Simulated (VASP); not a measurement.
# B5W (P4/mmm) in VASP: a series of runs

Runs on B5W. Level: PBE. Tasks: single point, relaxation of cell and atoms.

Everything below comes from runs of VASP 6.6.1. Logs are shortened: lines on timing, memory, paths and dates and some standing lists are left out, and cuts for length are marked.

## 1. The cell of the first run

It takes space group P4/mmm (No. 123, tetragonal). The conventional cell has a = 2.957 Å, b = 2.957 Å, c = 6.021 Å, α = 90.00°, β = 90.00°, γ = 90.00°. B (site symmetry 4mm) has 5 B at 1.80 to 1.91 Å within 2.4 Å. Within 2.5 Å of B (site symmetry mmm) lie 8 B at 1.91 to 2.09 Å. Within 2.4 Å of B (site symmetry 4/mmm) lie 2 B at 1.80 Å and 4 W at 2.09 Å. Within 2.8 Å of W (site symmetry 4/mmm) lie 12 B at 2.09 to 2.76 Å.

## 2. Single point, PBE

INCAR reads:

```
ALGO = Normal
EDIFF = 1E-6
ENCUT = 520
GGA = PE
ISIF = 2
ISMEAR = 0
LASPH = T
LCHARG = F
LREAL = F
LWAVE = F
NBANDS = 24
NELM = 80
PREC = Accurate
SIGMA = 0.1
```

KPOINTS reads:

```
k-points
0
Gamma
  4 4 4
```

POSCAR reads:

```
B5W
1.0
    2.9573078037      0.0000000000      0.0000000000
    0.0000000000      2.9573078037      0.0000000000
    0.0000000000      0.0000000000      6.0207246962
B W
5 1
Direct
    0.5000000000      0.5000000000      0.7005704016
    0.5000000000      0.5000000000      0.2994295984
    0.5000000000      0.0000000000      0.5000000000
    0.0000000000      0.5000000000      0.5000000000
    0.5000000000      0.5000000000      0.0000000000
    0.0000000000      0.0000000000      0.0000000000
```

Potentials or basis: VASP PAW PBE potentials, release 64 (B, W_sv).

Command:

```bash
cat potpaw_PBE.64/B/POTCAR potpaw_PBE.64/W_sv/POTCAR > POTCAR
mpirun -np 1 vasp_std > vasp.out
```

OUTCAR:

```text
EDIFF = 1E-6
   ENCUT = 520
   GGA = PE
   ISIF = 2
   ISMEAR = 0
   LASPH = T
   LREAL = F
   NELM = 80
   PREC = Accurate

 ion  position               nearest neighbor table
   1  0.500  0.500  0.701-   5 1.80   4 1.91   3 1.91   3 1.91   4 1.91   6 2.76   6 2.76   6 2.76
                             6 2.76
   2  0.500  0.500  0.299-   5 1.80   4 1.91   3 1.91   3 1.91   4 1.91   6 2.76   6 2.76   6 2.76
                             6 2.76
   3  0.500  0.000  0.500-   1 1.91   2 1.91   1 1.91   2 1.91   4 2.09   4 2.09   4 2.09   4 2.09

   4  0.000  0.500  0.500-   1 1.91   2 1.91   1 1.91   2 1.91   3 2.09   3 2.09   3 2.09   3 2.09

   5  0.500  0.500  0.000-   1 1.80   2 1.80   6 2.09   6 2.09   6 2.09   6 2.09
   6  0.000  0.000  0.000-   5 2.09   5 2.09   5 2.09   5 2.09   2 2.76   2 2.76   1 2.76   2 2.76
                             1 2.76   1 2.76   2 2.76   1 2.76

  LATTYP: Found a simple tetragonal cell.
 ALAT       =     2.9573078037
 C/A-ratio  =     2.0358802992

  Lattice vectors:

 A1 = (   2.9573078037,   0.0000000000,   0.0000000000)
 A2 = (   0.0000000000,   2.9573078037,   0.0000000000)
 A3 = (   0.0000000000,   0.0000000000,   6.0207246962)

Analysis of symmetry for initial positions (statically):
=====================================================================
 Subroutine PRICEL returns:
 Original cell was already a primitive cell.

 Routine SETGRP: Setting up the symmetry group for a
 simple tetragonal supercell.

 Subroutine GETGRP returns: Found 16 space group operations
 (whereof 16 operations were pure point group operations)
 out of a pool of 16 trial point group operations.

The static configuration has the point symmetry D_4h.

Analysis of symmetry for dynamics (positions and initial velocities):
=====================================================================
 Subroutine PRICEL returns:
 Original cell was already a primitive cell.

 Routine SETGRP: Setting up the symmetry group for a
 simple tetragonal supercell.

 Subroutine GETGRP returns: Found 16 space group operations
 (whereof 16 operations were pure point group operations)
 out of a pool of 16 trial point group operations.

The dynamic configuration has the point symmetry D_4h.

 Subroutine INISYM returns: Found 16 space group operations
 (whereof 16 operations are pure point group operations),
 and found     1 'primitive' translations

----------------------------------------------------------------------------------------

                                     Primitive cell

  volume of cell :      52.6553

  direct lattice vectors                    reciprocal lattice vectors
     2.957307804  0.000000000  0.000000000     0.338145390  0.000000000  0.000000000
     0.000000000  2.957307804  0.000000000     0.000000000  0.338145390  0.000000000
     0.000000000  0.000000000  6.020724696     0.000000000  0.000000000  0.166092962

  length of vectors
     2.957307804  2.957307804  6.020724696     0.338145390  0.338145390  0.166092962

  position of ions in fractional coordinates (direct lattice)
     0.500000000  0.500000000  0.700570402
     0.500000000  0.500000000  0.299429598
     0.500000000  0.000000000  0.500000000
     0.000000000  0.500000000  0.500000000
     0.500000000  0.500000000  0.000000000
     0.000000000  0.000000000  0.000000000

  ion indices of the primitive-cell ions
   primitive index   ion index
                 1           1
                 2           2
                 3           3
                 4           4
                 5           5
                 6           6

----------------------------------------------------------------------------------------

 KPOINTS: k-points

Automatic generation of k-mesh.
 Grid dimensions read from file:
 generate k-points for:    4    4    4

 Generating k-lattice:

  Cartesian coordinates                     Fractional coordinates (reciprocal lattice)
     0.084536347  0.000000000  0.000000000     0.250000000  0.000000000  0.000000000
     0.000000000  0.084536347  0.000000000     0.000000000  0.250000000  0.000000000
     0.000000000  0.000000000  0.041523241     0.000000000  0.000000000  0.250000000

  Length of vectors
     0.084536347  0.084536347  0.041523241

  Shift w.r.t. Gamma in fractional coordinates (k-lattice)
     0.000000000  0.000000000  0.000000000

 Subroutine IBZKPT returns following result:
 ===========================================

 Found     18 irreducible k-points:

 Following reciprocal coordinates:
            Coordinates               Weight
  0.000000  0.000000  0.000000      1.000000
  0.250000  0.000000  0.000000      4.000000
  0.500000  0.000000  0.000000      2.000000
  0.250000  0.250000  0.000000      4.000000
  0.500000  0.250000  0.000000      4.000000
  0.500000  0.500000  0.000000      1.000000
[... 10 lines left out ...]
  0.500000  0.250000  0.500000      4.000000
  0.500000  0.500000  0.500000      1.000000
   k-points           NKPTS =     18   k-points in BZ     NKDIM =     18   number of bands    NBANDS=     24
   number of dos      NEDOS =    301   number of ions     NIONS =      6
   total plane-waves  NPLWV =  27648
   dimension x,y,z NGX =    24 NGY =   24 NGZ =   48
   dimension x,y,z NGXF=    48 NGYF=   48 NGZF=   96
   ions per type =               5   1
   NGX,Y,Z   is equivalent  to a cutoff of  13.49, 13.49, 13.25 a.u.
   NGXF,Y,Z  is equivalent  to a cutoff of  26.98, 26.98, 26.51 a.u.
 SYSTEM =  unknown system
   PREC   = accura    normal or accurate (medium, high low for compatibility)
   ISTART =      0    job   : 0-new  1-cont  2-samecut
   ICHARG =      2    charge: 1-file 2-atom 10-const
   ISPIN  =      1    spin polarized calculation?
   LNONCOLLINEAR =      F non collinear calculations
   LSORBIT =      F    spin-orbit coupling
   LASPH  =      T    aspherical Exc in radial PAW
   ENCUT  =  520.0 eV  38.22 Ry    6.18 a.u.   5.50  5.50 11.19*2*pi/ulx,y,z
   NELM   =     80;   NELMIN=  2; NELMDL= -5     # of ELM steps
   EDIFF  = 0.1E-05   stopping-criterion for ELM
   LREAL  =      F    real-space projection
   EDIFFG = 0.1E-04   stopping-criterion for IOM
   NSW    =      0    number of steps for IOM
   IBRION =     -1    ionic relax: 0-MD 1-quasi-New 2-CG
   NFREE  =      0    steps in history (QN), initial steepest desc. (CG)
   ISIF   =      2    stress and relaxation
   ISYM   =      2    0-nonsym 1-usesym 2-fastsym
   POTIM  = 0.5000    time-step for ionic-motion
   TEBEG  =    0.0;   TEEND  =   0.0 temperature during run
   PSTRESS=    0.0 pullay stress
   NELECT =      29.0000    total number of electrons
   NUPDOWN=      -1.0000    fix difference up-down
   EMIN   =  10.00;   EMAX   =-10.00  energy-range for DOS
   EFERMI =   0.00;   METHOD = LEGACY
   ISMEAR =     0;   SIGMA  =   0.10  broadening in eV -4-tet -1-fermi 0-gaus
   EFERMI_NEDOS =   21; number of points for ismear=-14 and -15
   IALGO  =     38    algorithm
   IMIX   =      4    mixing-type and parameters
     AMIX     =   0.40;   BMIX     =  1.00
     AMIX_MAG =   1.60;   BMIX_MAG =  1.00
  volume/ion in A,a.u.               =       8.78        59.22
  Fermi-wavevector in a.u.,A,eV,Ry     =   1.341921  2.535863 24.500711  1.800751
  Thomas-Fermi vector in A             =   2.470116
   LORBIT       =      0    0 simple, 1 ext, 2 COOP (PROOUT), +10 PAW based schemes
   GGA     = PE    functional components
   LHFCALC =     F    Hartree Fock is set to
   AEXX    =    0.0000 exact exchange contribution
   IVDW    =     0    specifies the selected vdW correction
   LEPSILON=     F    determine dielectric tensor
   LRPA    =     F    only Hartree local field effects (RPA)
 non-spin polarized calculation
 Gauss-broadening in eV      SIGMA  =   0.10
  energy-cutoff  :      520.00
  volume of cell :       52.66
 maximum number of plane-waves:      1455
 NGX is ok and might be reduce to    24
   NGX = 11   NGY = 11   NGZ = 23

 number of electron      29.0000001 magnetization

 Free energy of the ion-electron system (eV)
  ---------------------------------------------------
  ext. energy  EPLUGINS =         0.00000000
  ---------------------------------------------------
  free energy    TOTEN  =       -40.99889661 eV

  energy without entropy =      -40.98439533  energy(sigma->0) =      -40.99164597

 E-fermi :   8.3423     XC(G=0): -12.3283

 val. band max:        8.3415814817   @ k =   0.5000   0.5000   0.2500
 cond. band min:       8.3990292606   @ k =   0.2500   0.0000   0.5000
 fundamental gap:      0.0574477789
 Fermi energy:         8.3422892969

 k-point     1 :       0.0000    0.0000    0.0000
  band No.  band energies     occupation
      1     -66.0658      2.00000
      2     -30.2812      2.00000
      3     -30.2491      2.00000
      4     -30.2491      2.00000
      5      -6.7959      2.00000
      6      -3.6615      2.00000
[... 16 lines left out ...]
     23      14.4597      0.00000
     24      16.3863      0.00000

 k-point     2 :       0.2500    0.0000    0.0000
  band No.  band energies     occupation
      1     -66.0537      2.00000
      2     -30.5047      2.00000
      3     -30.2541      2.00000
      4     -30.2162      2.00000
      5      -5.9448      2.00000
      6      -2.4788      2.00000
[... 16 lines left out ...]
     23      15.2796      0.00000
     24      15.7492      0.00000

 k-point     3 :       0.5000    0.0000    0.0000
  band No.  band energies     occupation
      1     -66.0416      2.00000
      2     -30.7505      2.00000
      3     -30.2268      2.00000
      4     -30.1829      2.00000
      5      -4.2746      2.00000
      6      -2.0956      2.00000
[... 16 lines left out ...]
     23      15.0069      0.00000
     24      18.1487      0.00000

 k-point     4 :       0.2500    0.2500    0.0000
  band No.  band energies     occupation
      1     -66.0415      2.00000
      2     -30.4738      2.00000
      3     -30.4720      2.00000
      4     -30.2285      2.00000
      5      -5.1522      2.00000
      6      -1.6652      2.00000
[... 16 lines left out ...]
     23      16.6602      0.00000
     24      17.7386      0.00000

 k-point     5 :       0.5000    0.2500    0.0000
  band No.  band energies     occupation
      1     -66.0293      2.00000
      2     -30.7198      2.00000
      3     -30.4408      2.00000
      4     -30.2028      2.00000
      5      -3.6779      2.00000
      6      -1.1495      2.00000
[... 16 lines left out ...]
     23      16.3512      0.00000
     24      17.2278      0.00000

 k-point     6 :       0.5000    0.5000    0.0000
  band No.  band energies     occupation
      1     -66.0169      2.00000
      2     -30.6889      2.00000
      3     -30.6889      2.00000
      4     -30.1786      2.00000
      5      -2.9324      2.00000
      6      -1.5963      2.00000
[... 16 lines left out ...]
     23      15.9460      0.00000
     24      15.9460      0.00000
[... 217 lines left out ...]
 k-point    15 :       0.5000    0.0000    0.5000
  band No.  band energies     occupation
      1     -66.0417      2.00000
      2     -30.7505      2.00000
      3     -30.2269      2.00000
      4     -30.1830      2.00000
      5      -4.3078      2.00000
      6      -1.7173      2.00000
[... 16 lines left out ...]
     23      15.0979      0.00000
     24      17.3321      0.00000

 k-point    16 :       0.2500    0.2500    0.5000
  band No.  band energies     occupation
      1     -66.0415      2.00000
      2     -30.4738      2.00000
      3     -30.4720      2.00000
      4     -30.2286      2.00000
      5      -5.0006      2.00000
      6      -2.7076      2.00000
[... 16 lines left out ...]
     23      16.5369      0.00000
     24      18.0997      0.00000

 k-point    17 :       0.5000    0.2500    0.5000
  band No.  band energies     occupation
      1     -66.0293      2.00000
      2     -30.7198      2.00000
      3     -30.4408      2.00000
      4     -30.2028      2.00000
      5      -3.6120      2.00000
      6      -1.7677      2.00000
[... 16 lines left out ...]
     23      17.1520      0.00000
     24      17.3640      0.00000

 k-point    18 :       0.5000    0.5000    0.5000
  band No.  band energies     occupation
      1     -66.0169      2.00000
      2     -30.6888      2.00000
      3     -30.6888      2.00000
      4     -30.1786      2.00000
      5      -2.3947      2.00000
      6      -2.3933      2.00000
[... 16 lines left out ...]
     23      16.9196      0.00000
     24      17.2451      0.00000

------------------------ aborting loop because EDIFF is reached ----------------------------------------

  FORCE on cell =-STRESS in cart. coord.  units (eV):
  Direction    XX          YY          ZZ          XY          YZ          ZX
  --------------------------------------------------------------------------------------
  -------------------------------------------------------------------------------------
  Total        0.0022565      0.0022565      0.0937788      0.0000000     -0.0000000      0.0000000
  in kB        0.0686589      0.0686589      2.8534700      0.0000000     -0.0000000      0.0000000
  external PRESSURE =       0.9969293 kB  Pullay stress =       0.0000000 kB

 VOLUME and BASIS-vectors are now :
 -----------------------------------------------------------------------------
  energy-cutoff  :      520.00
  volume of cell :       52.66
      direct lattice vectors                 reciprocal lattice vectors
     2.957307804  0.000000000  0.000000000     0.338145390  0.000000000  0.000000000
     0.000000000  2.957307804  0.000000000     0.000000000  0.338145390  0.000000000
     0.000000000  0.000000000  6.020724696     0.000000000  0.000000000  0.166092962

 POSITION                                       TOTAL-FORCE (eV/Angst)
 -----------------------------------------------------------------------------------
      1.47865      1.47865      4.21794         0.000000     -0.000000      0.023210
      1.47865      1.47865      1.80278        -0.000000     -0.000000     -0.023210
      1.47865      0.00000      3.01036        -0.000000      0.000000      0.000000
      0.00000      1.47865      3.01036        -0.000000      0.000000      0.000000
      1.47865      1.47865      0.00000        -0.000000      0.000000      0.000000
      0.00000      0.00000      0.00000        -0.000000      0.000000      0.000000
 -----------------------------------------------------------------------------------
    total drift:                                0.000000     -0.000000      0.000000

  FREE ENERGIE OF THE ION-ELECTRON SYSTEM (eV)
  ---------------------------------------------------
  free  energy   TOTEN  =       -40.9988966141 eV

  energy  without entropy=      -40.9843953339  energy(sigma->0) =      -40.99164597
```

It took 14 s on 1 thread of Intel Xeon 6975P-C (Granite Rapids), shared host; peak memory 0.17 GiB.

Results:

```
Free energy   : -40.9989 eV
Pressure      : 0.1 GPa
Largest force : 0.023 eV/Å
```

Forces on the atoms (eV/Å):
```
B    0.000  0.000  0.023
B    0.000  0.000 -0.023
B    0.000  0.000  0.000
B    0.000  0.000  0.000
B    0.000  0.000  0.000
W    0.000  0.000  0.000
```

Stress tensor (GPa, compression positive):
```
0.01 0.00 0.00
0.00 0.01 0.00
0.00 0.00 0.29
```

Caveat: the k points lie up to 0.53 Å⁻¹ apart; spin-orbit coupling is left out, which moves the levels of the heavy elements.

## 3. Single point, PBE

This run uses another cell than the first one, of 11.27 Å³/atom, 1.284 times its volume.

INCAR reads:

```
SYSTEM = B5W
PREC     = Accurate       ! precision mode
ENCUT    = 520            ! plane-wave cutoff, eV
EDIFF    = 1E-7           ! SCF threshold, eV
ISMEAR   = 0              ! smearing method
SIGMA    = 0.1            ! smearing width, eV
LREAL    = .False.        ! projectors in reciprocal space
LASPH    = .True.         ! aspherical terms in the spheres
NELM     = 60             ! most SCF steps
ALGO     = Normal         ! electronic algorithm
ISIF     = 2              ! what is computed and relaxed
LWAVE    = .False.        ! write WAVECAR
LCHARG   = .False.        ! write CHGCAR
GGA      = PE             ! functional
NBANDS   = 24             ! bands
```

KPOINTS reads:

```
Automatic mesh
0
Gamma
  4 4 4
  0 0 0
```

POSCAR reads:

```
B5W
1.0
    4.0119715100      0.0000000000      0.0000000000
    0.0000000000      4.0119715100      0.0000000000
    0.0000000000      0.0000000000      4.2000559700
B W
5 1
Direct
    0.5000000000      0.5000000000      0.6654366200
    0.5000000000      0.5000000000      0.3345633800
    0.5000000000      0.0000000000      0.5000000000
    0.0000000000      0.5000000000      0.5000000000
    0.5000000000      0.5000000000      0.0000000000
    0.0000000000      0.0000000000      0.0000000000
```

Potentials or basis: VASP PAW PBE potentials, release 64 (B, W_sv).

Command:

```bash
cat potpaw_PBE.64/B/POTCAR potpaw_PBE.64/W_sv/POTCAR > POTCAR
mpirun -np 1 vasp_std > vasp.out
```

It took 19 s on 1 thread of Intel Xeon 6975P-C (Granite Rapids), shared host; peak memory 0.18 GiB.

Results (log left out):

- Free energy: -33.8804 eV
- Pressure: -4.0 GPa
- Largest force: 1.223 eV/Å

Forces on the atoms (eV/Å):
```
B    0.000  0.000  1.223
B    0.000  0.000 -1.223
B    0.000  0.000  0.000
B    0.000  0.000  0.000
B    0.000  0.000  0.000
W    0.000  0.000  0.000
```

Stress tensor (GPa, compression positive):
```
-29.80   0.00   0.00
  0.00 -29.80   0.00
  0.00   0.00  47.65
```

Levels at points of the mesh, in eV from the Fermi level:
```tsv
k point	band 11	band 12	band 13	band 14	band 15	band 16	band 17	band 18
(0.00, 0.00, 0.00)	-3.77	-0.56	-0.56	-0.39	0.04	0.54	0.97	1.78
(0.50, 0.00, 0.00)	-2.78	-1.46	-1.05	-0.46	-0.37	-0.20	0.10	0.17
(0.50, 0.50, 0.00)	-2.98	-2.98	0.23	0.31	0.51	0.51	0.72	3.23
(0.00, 0.00, 0.50)	-2.77	-2.45	-1.68	-1.68	-1.26	-0.41	-0.41	-0.29
(0.50, 0.00, 0.50)	-3.21	-3.11	-2.08	-0.01	0.11	0.36	0.92	1.62
(0.50, 0.50, 0.50)	-4.39	-3.39	0.07	0.46	0.46	0.73	0.75	0.75
```

Caveat: the k points lie up to 0.39 Å⁻¹ apart; spin-orbit coupling is left out, which moves the levels of the heavy elements; forces of over 1 eV/Å act on the atoms, so gaps and moduli don't describe the material at rest.

(Continued in part 2 of 2.)
